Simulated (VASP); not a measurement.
# Ti (P6_3/mmc) in VASP: notebook

Ti is run at these levels: LDA; tasks: single point.

Everything below comes from runs of VASP 6.6.1. Logs are shortened: lines on timing, memory, paths and dates and some standing lists are left out, and cuts for length are marked.

## (1) The cell of the first run

The structure is hexagonal, space group P6_3/mmc (No. 194). Conventional cell: a = 2.848 Å, b = 2.848 Å, c = 4.518 Å, α = 90.00°, β = 90.00°, γ = 120.00°. Within 3.7 Å of Ti (site symmetry -6m2) lie 12 Ti at 2.79 to 2.85 Å.

## (2) Single point, LDA

INCAR reads:

```
PREC     = Accurate       # precision mode
ENCUT    = 520            # plane-wave cutoff, eV
EDIFF    = 1E-6           # SCF threshold, eV
ISMEAR   = 1              # smearing method
SIGMA    = 0.1            # smearing width, eV
LREAL    = F              # projectors in reciprocal space
LASPH    = T              # aspherical terms in the spheres
NELM     = 60             # most SCF steps
ALGO     = Normal         # electronic algorithm
ISIF     = 2              # what is computed and relaxed
LWAVE    = F              # write WAVECAR
LCHARG   = F              # write CHGCAR
NBANDS   = 19             # bands
```

KPOINTS reads:

```
Automatic mesh
0
Gamma
  11 11 6
```

POSCAR reads:

```
Ti
1.0
    2.8481936846      0.0000000000      0.0000000000
   -1.4240968423      2.4666081426      0.0000000000
    0.0000000000      0.0000000000      4.5184903200
Ti
2
Direct
    0.3333333333      0.6666666667      0.2500000000
    0.6666666667      0.3333333333      0.7500000000
```

Potentials or basis: VASP PAW LDA potentials, release 64 (Ti_sv).

Command:

```sh
cat potpaw_LDA.64/Ti_sv/POTCAR > POTCAR
mpirun -np 1 vasp_std > vasp.out
```

OUTCAR:

```text
PREC = Accurate
   ENCUT = 520
   EDIFF = 1E-6
   ISMEAR = 1
   LREAL = F
   LASPH = T
   NELM = 60
   ISIF = 2

 ion  position               nearest neighbor table
   1  0.333  0.667  0.250-   2 2.79   2 2.79   2 2.79   2 2.79   2 2.79   2 2.79
   2  0.667  0.333  0.750-   1 2.79   1 2.79   1 2.79   1 2.79   1 2.79   1 2.79

  LATTYP: Found a hexagonal cell.
 ALAT       =     2.8481936846
 C/A-ratio  =     1.5864406780

  Lattice vectors:

 A1 = (   2.8481936846,   0.0000000000,   0.0000000000)
 A2 = (  -1.4240968423,   2.4666081426,   0.0000000000)
 A3 = (   0.0000000000,   0.0000000000,   4.5184903200)

Analysis of symmetry for initial positions (statically):
=====================================================================
 Subroutine PRICEL returns:
 Original cell was already a primitive cell.

 Routine SETGRP: Setting up the symmetry group for a
 hexagonal supercell.

 Subroutine GETGRP returns: Found 24 space group operations
 (whereof 12 operations were pure point group operations)
 out of a pool of 24 trial point group operations.

The static configuration has the point symmetry D_3d.
 The point group associated with its full space group is D_6h.

Analysis of symmetry for dynamics (positions and initial velocities):
=====================================================================
 Subroutine PRICEL returns:
 Original cell was already a primitive cell.

 Routine SETGRP: Setting up the symmetry group for a
 hexagonal supercell.

 Subroutine GETGRP returns: Found 24 space group operations
 (whereof 12 operations were pure point group operations)
 out of a pool of 24 trial point group operations.

The dynamic configuration has the point symmetry D_3d.
 The point group associated with its full space group is D_6h.

 Subroutine INISYM returns: Found 24 space group operations
 (whereof 12 operations are pure point group operations),
 and found     1 'primitive' translations

----------------------------------------------------------------------------------------

                                     Primitive cell

  volume of cell :      31.7441

  direct lattice vectors                    reciprocal lattice vectors
     2.848193685  0.000000000  0.000000000     0.351099718  0.202707512  0.000000000
    -1.424096842  2.466608143  0.000000000     0.000000000  0.405415024  0.000000000
     0.000000000  0.000000000  4.518490320     0.000000000  0.000000000  0.221312857

  length of vectors
     2.848193685  2.848193734  4.518490320     0.405415031  0.405415024  0.221312857

  position of ions in fractional coordinates (direct lattice)
     0.333333333  0.666666667  0.250000000
     0.666666667  0.333333333  0.750000000

  ion indices of the primitive-cell ions
   primitive index   ion index
                 1           1
                 2           2

----------------------------------------------------------------------------------------

 KPOINTS: Automatic mesh

Automatic generation of k-mesh.
 Grid dimensions read from file:
 generate k-points for:   11   11    6

 Generating k-lattice:

  Cartesian coordinates                     Fractional coordinates (reciprocal lattice)
     0.031918156  0.018427956  0.000000000     0.090909091  0.000000000  0.000000000
     0.000000000  0.036855911  0.000000000     0.000000000  0.090909091  0.000000000
     0.000000000  0.000000000  0.036885476     0.000000000  0.000000000  0.166666667

  Length of vectors
     0.036855912  0.036855911  0.036885476

  Shift w.r.t. Gamma in fractional coordinates (k-lattice)
     0.000000000  0.000000000  0.000000000

 Subroutine IBZKPT returns following result:
 ===========================================

 Found     64 irreducible k-points:

 Following reciprocal coordinates:
            Coordinates               Weight
  0.000000  0.000000  0.000000      1.000000
  0.090909  0.000000  0.000000      6.000000
  0.181818 -0.000000  0.000000      6.000000
  0.272727  0.000000  0.000000      6.000000
  0.363636 -0.000000  0.000000      6.000000
  0.454545 -0.000000  0.000000      6.000000
[... 16 lines left out ...]
  0.090909  0.090909  0.166667     12.000000
  0.181818  0.090909  0.166667     24.000000
 [... further k-points ...]
   k-points           NKPTS =     64   k-points in BZ     NKDIM =     64   number of bands    NBANDS=     19
   number of dos      NEDOS =    301   number of ions     NIONS =      2
   total plane-waves  NPLWV =  20736
   dimension x,y,z NGX =    24 NGY =   24 NGZ =   36
   dimension x,y,z NGXF=    48 NGYF=   48 NGZF=   72
   ions per type =               2
   NGX,Y,Z   is equivalent  to a cutoff of  14.01, 14.01, 13.25 a.u.
   NGXF,Y,Z  is equivalent  to a cutoff of  28.02, 28.02, 26.49 a.u.
 SYSTEM =  unknown system
   PREC   = accura    normal or accurate (medium, high low for compatibility)
   ISTART =      0    job   : 0-new  1-cont  2-samecut
   ICHARG =      2    charge: 1-file 2-atom 10-const
   ISPIN  =      1    spin polarized calculation?
   LNONCOLLINEAR =      F non collinear calculations
   LSORBIT =      F    spin-orbit coupling
   LASPH  =      T    aspherical Exc in radial PAW
   ENCUT  =  520.0 eV  38.22 Ry    6.18 a.u.   5.30  5.30  8.40*2*pi/ulx,y,z
   NELM   =     60;   NELMIN=  2; NELMDL= -5     # of ELM steps
   EDIFF  = 0.1E-05   stopping-criterion for ELM
   LREAL  =      F    real-space projection
   EDIFFG = 0.1E-04   stopping-criterion for IOM
   NSW    =      0    number of steps for IOM
   IBRION =     -1    ionic relax: 0-MD 1-quasi-New 2-CG
   NFREE  =      0    steps in history (QN), initial steepest desc. (CG)
   ISIF   =      2    stress and relaxation
   ISYM   =      2    0-nonsym 1-usesym 2-fastsym
   POTIM  = 0.5000    time-step for ionic-motion
   TEBEG  =    0.0;   TEEND  =   0.0 temperature during run
   PSTRESS=    0.0 pullay stress
   NELECT =      24.0000    total number of electrons
   NUPDOWN=      -1.0000    fix difference up-down
   EMIN   =  10.00;   EMAX   =-10.00  energy-range for DOS
   EFERMI =   0.00;   METHOD = LEGACY
   ISMEAR =     1;   SIGMA  =   0.10  broadening in eV -4-tet -1-fermi 0-gaus
   EFERMI_NEDOS =   21; number of points for ismear=-14 and -15
   IALGO  =     38    algorithm
   IMIX   =      4    mixing-type and parameters
     AMIX     =   0.40;   BMIX     =  1.00
     AMIX_MAG =   1.60;   BMIX_MAG =  1.00
  volume/ion in A,a.u.               =      15.87       107.11
  Fermi-wavevector in a.u.,A,eV,Ry     =   1.491389  2.818316 30.262633  2.224241
  Thomas-Fermi vector in A             =   2.604050
   LORBIT       =      0    0 simple, 1 ext, 2 COOP (PROOUT), +10 PAW based schemes
   GGA     = CA    functional components
   LHFCALC =     F    Hartree Fock is set to
   AEXX    =    0.0000 exact exchange contribution
   IVDW    =     0    specifies the selected vdW correction
   LEPSILON=     F    determine dielectric tensor
   LRPA    =     F    only Hartree local field effects (RPA)
 non-spin polarized calculation
 Methfessel and Paxton  Order N= 1 SIGMA  =   0.10
  energy-cutoff  :      520.00
  volume of cell :       31.74
 maximum number of plane-waves:       868
 NGX is ok and might be reduce to    24
   NGX = 11   NGY = 11   NGZ = 17

 number of electron      24.0000005 magnetization

 Free energy of the ion-electron system (eV)
  ---------------------------------------------------
  ext. energy  EPLUGINS =         0.00000000
  ---------------------------------------------------
  free energy    TOTEN  =       -17.09688852 eV

  energy without entropy =      -17.09916941  energy(sigma->0) =      -17.09764881

 E-fermi :   9.0993     XC(G=0): -12.2221

 val. band max:        9.0792864858   @ k =   0.0909   0.0909   0.1667
 cond. band min:       9.1173482241   @ k =   0.3636   0.2727   0.3333
 fundamental gap:      0.0380617383
 Fermi energy:         9.0993025791

 k-point     1 :       0.0000    0.0000    0.0000
  band No.  band energies     occupation
      1     -46.9470      2.00000
      2     -46.7409      2.00000
      3     -24.0455      2.00000
      4     -23.1677      2.00000
      5     -23.1677      2.00000
      6     -23.0745      2.00000
[... 11 lines left out ...]
     18      10.8268     -0.00000
     19      12.5611      0.00000

 k-point     2 :       0.0909    0.0000    0.0000
  band No.  band energies     occupation
      1     -46.9348      2.00000
      2     -46.7360      2.00000
      3     -24.0206      2.00000
      4     -23.2195      2.00000
      5     -23.1848      2.00000
      6     -23.0868      2.00000
[... 11 lines left out ...]
     18      10.6872     -0.00000
     19      12.6389      0.00000

 k-point     3 :       0.1818   -0.0000    0.0000
  band No.  band energies     occupation
      1     -46.9010      2.00000
      2     -46.7236      2.00000
      3     -23.9502      2.00000
      4     -23.3594      2.00000
      5     -23.2289      2.00000
      6     -23.2267      2.00000
[... 11 lines left out ...]
     18      11.0699     -0.00000
     19      12.7926      0.00000

 k-point     4 :       0.2727    0.0000    0.0000
  band No.  band energies     occupation
      1     -46.8541      2.00000
      2     -46.7095      2.00000
      3     -23.8463      2.00000
      4     -23.5442      2.00000
      5     -23.4018      2.00000
      6     -23.2838      2.00000
[... 11 lines left out ...]
     18      11.7405      0.00000
     19      12.9247      0.00000

 k-point     5 :       0.3636   -0.0000    0.0000
  band No.  band energies     occupation
      1     -46.8063      2.00000
      2     -46.7010      2.00000
      3     -23.7298      2.00000
      4     -23.7146      2.00000
      5     -23.5560      2.00000
      6     -23.3323      2.00000
[... 11 lines left out ...]
     18      12.4560      0.00000
     19      13.0062      0.00000
[... 334 lines left out ...]
      2     -46.7080      2.00000
      3     -23.8219      2.00000
      4     -23.6377      2.00000
      5     -23.5533      2.00000
      6     -23.3179      2.00000
[... 11 lines left out ...]
     18      12.3342      0.00000
     19      12.9266      0.00000

 k-point    22 :       0.4545   -0.0000    0.1667
  band No.  band energies     occupation
      1     -46.7682      2.00000
      2     -46.7054      2.00000
      3     -23.8734      2.00000
      4     -23.7083      2.00000
      5     -23.5422      2.00000
      6     -23.3453      2.00000
[... 11 lines left out ...]
     18      13.0379      0.00000
     19      13.3603      0.00000

 k-point    23 :       0.0909    0.0909    0.1667
  band No.  band energies     occupation
      1     -46.8996      2.00000
      2     -46.7399      2.00000
      3     -23.9242      2.00000
      4     -23.2876      2.00000
      5     -23.2668      2.00000
      6     -23.1981      2.00000
[... 11 lines left out ...]
     18      11.1347      0.00000
     19      12.6981      0.00000

 k-point    24 :       0.1818    0.0909    0.1667
  band No.  band energies     occupation
      1     -46.8609      2.00000
      2     -46.7248      2.00000
      3     -23.8593      2.00000
      4     -23.4370      2.00000
      5     -23.3948      2.00000
      6     -23.2552      2.00000
[... 11 lines left out ...]
     18      11.6117      0.00000
     19      12.7794      0.00000

 [... further k-points ...]

------------------------ aborting loop because EDIFF is reached ----------------------------------------

  FORCE on cell =-STRESS in cart. coord.  units (eV):
  Direction    XX          YY          ZZ          XY          YZ          ZX
  --------------------------------------------------------------------------------------
  -------------------------------------------------------------------------------------
  Total        0.3315113      0.3315113      0.2964051     -0.0000000      0.0000000      0.0000000
  in kB       16.7319238     16.7319246     14.9600585     -0.0000000      0.0000000      0.0000000
  external PRESSURE =      16.1413023 kB  Pullay stress =       0.0000000 kB

 VOLUME and BASIS-vectors are now :
 -----------------------------------------------------------------------------
  energy-cutoff  :      520.00
  volume of cell :       31.74
      direct lattice vectors                 reciprocal lattice vectors
     2.848193685  0.000000000  0.000000000     0.351099718  0.202707512  0.000000000
    -1.424096842  2.466608143  0.000000000     0.000000000  0.405415024  0.000000000
     0.000000000  0.000000000  4.518490320     0.000000000  0.000000000  0.221312857

 POSITION                                       TOTAL-FORCE (eV/Angst)
 -----------------------------------------------------------------------------------
     -0.00000      1.64441      1.12962         0.000000      0.000000      0.000000
      1.42410      0.82220      3.38887        -0.000000     -0.000000      0.000000
 -----------------------------------------------------------------------------------
    total drift:                               -0.000000      0.000000     -0.000000

  FREE ENERGIE OF THE ION-ELECTRON SYSTEM (eV)
  ---------------------------------------------------
  free  energy   TOTEN  =       -17.0968885179 eV

  energy  without entropy=      -17.0991694085  energy(sigma->0) =      -17.09764881
```

Run time: 13 s. Hardware: 1 thread of Intel Xeon 6975P-C (Granite Rapids), shared host; peak memory 0.15 GiB.

Results:

```yaml
Free_energy: -17.0969 eV
Pressure: 1.6 GPa
Band_gap_on_the_k_mesh: zero (band 12 reaches 9.87 eV, above the bottom of band 13 at 8.93 eV)
```

## (3) Single point, LDA

This run uses another cell than the first one, of 16.31 Å³/atom, 1.028 times its volume.

INCAR reads:

```
SYSTEM = Ti
  ALGO = Normal
  EDIFF = 1E-7
  ENCUT = 520
  ISIF = 2
  ISMEAR = 1
  LASPH = .True.
  LCHARG = .False.
  LREAL = .False.
  LWAVE = .False.
  NBANDS = 19
  NELM = 60
  PREC = Accurate
  SIGMA = 0.1
```

KPOINTS reads:

```
k-points
0
Gamma
  11 11 6
  0 0 0
```

POSCAR reads:

```
Ti
1.0
    2.8743253616      0.0000000000      0.0000000000
   -1.4371626808      2.4892388392      0.0000000000
    0.0000000000      0.0000000000      4.5599466753
Ti
2
Direct
    0.3333333333      0.6666666667      0.2500000000
    0.6666666667      0.3333333333      0.7500000000
```

Potentials or basis: VASP PAW LDA potentials, release 64 (Ti_sv).

Command:

```sh
cat potpaw_LDA.64/Ti_sv/POTCAR > POTCAR
mpirun -np 1 vasp_std > vasp.out
```

Wall time 15 s (1 thread of Intel Xeon 6975P-C (Granite Rapids), shared host); peak memory 0.15 GiB.

It converged, with:

```
Free energy            : -17.0960 eV
Pressure               : -1.9 GPa
Band gap on the k mesh : zero (band 12 reaches 9.55 eV, above the bottom of band 13 at 8.61 eV)
```

Stress tensor (GPa, compression positive):
```
-1.79  0.00  0.00
 0.00 -1.79  0.00
 0.00  0.00 -2.12
```

Levels at points of the mesh, in eV from the Fermi level:
| k point | band 10 | band 11 | band 12 | band 13 | band 14 | band 15 |
| --- | --- | --- | --- | --- | --- | --- |
| (0.00, 0.00, 0.00) | -2.86 | 0.76 | 0.76 | 0.88 | 1.03 | 1.30 |
| (0.00, 0.00, 0.50) | -4.35 | 0.06 | 0.06 | 0.66 | 0.66 | 0.66 |

[end of part 1 of 2]
